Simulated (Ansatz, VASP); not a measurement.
## Two plane-wave programs on HfMg3

INCAR

```
  PREC = Accurate
  ENCUT = 520
  EDIFF = 1E-7
  ISMEAR = 0
  SIGMA = 0.05
  LREAL = False
  LASPH = True
  NELM = 150
  ALGO = Normal
  ISIF = 2
  LWAVE = False
  LCHARG = False
  LMAXMIX = 4
  LDAU = True
  LDAUTYPE = 2
  LDAUL = 2 -1
  LDAUU = 1 0
  LDAUJ = 0 0
  LDAUPRINT = 1
  GGA = RE
  NBANDS = 16
```

Contents of KPOINTS:

```
regular mesh
0
Gamma
  8 8 8
```

The input POSCAR:

```
HfMg3
1.0
    4.4351854621      0.0000000000      0.0000000000
    0.0000000000      4.4351854621      0.0000000000
    0.0000000000      0.0000000000      4.4351854621
Hf Mg
1 3
Direct
    0.0000000000      0.0000000000      0.0000000000
    0.0000000000      0.5000000000      0.5000000000
    0.5000000000      0.5000000000      0.0000000000
    0.5000000000      0.0000000000      0.5000000000
```

Input for Ansatz:

```yaml
crystal:
  lattice:
    - [4.4351854621, 0.0, 0.0]
    - [0.0, 4.4351854621, 0.0]
    - [0.0, 0.0, 4.4351854621]
  atoms:
    - { symbol: Hf, position: [0.0, 0.0, 0.0] }
    - { symbol: Mg, position: [0.0, 0.5, 0.5] }
    - { symbol: Mg, position: [0.5, 0.5, 0.0] }
    - { symbol: Mg, position: [0.5, 0.0, 0.5] }
basis:
  ecutwfc: 420
  ecutrho_ratio: 4
kpoints:
  mp_grid: { grid: [8, 8, 8] }
hamiltonian:
  xc: revpbe
  hubbard: { sites: [{ species: Hf, l: d, u_eff: 1.0 }], double_counting: fll }
scf:
  occupations: { method: gaussian, width: 0.05 }
  mixing: { preconditioner: kerker_dos }
output:
  forces: true
  stress: true
```

Alike in both runs: task single point; functional revPBE; k mesh 8 × 8 × 8; occupations gaussian, width 0.05 eV; no spin polarisation; Hubbard terms Hf d U = 1.0 eV.

|  | VASP | Ansatz |
| --- | --- | --- |
| version | VASP 6.6.1 | Ansatz 0.2.0 |
| potentials or method | VASP PAW PBE potentials, release 64 (Hf_pv, Mg), cutoff 520 eV | scalar-relativistic, plane waves, PAW |
| valence electrons in the cell | 16 | 56 |

|  | VASP | Ansatz | Ansatz less VASP |
| --- | --- | --- | --- |
| pressure (GPa) | 1.7 | 1.7 | +0.02 |

VASP's potentials were made for PBE, not for revPBE. The programs project onto different local orbitals, so the same U acts differently, and such runs can settle in different states. VASP's potentials hold 16 valence electrons a cell and Ansatz's 56, so a difference there can come from the potentials and not from the codes. Ansatz's warnings: filled band counts differ across k points.

Spin-orbit coupling is off throughout.
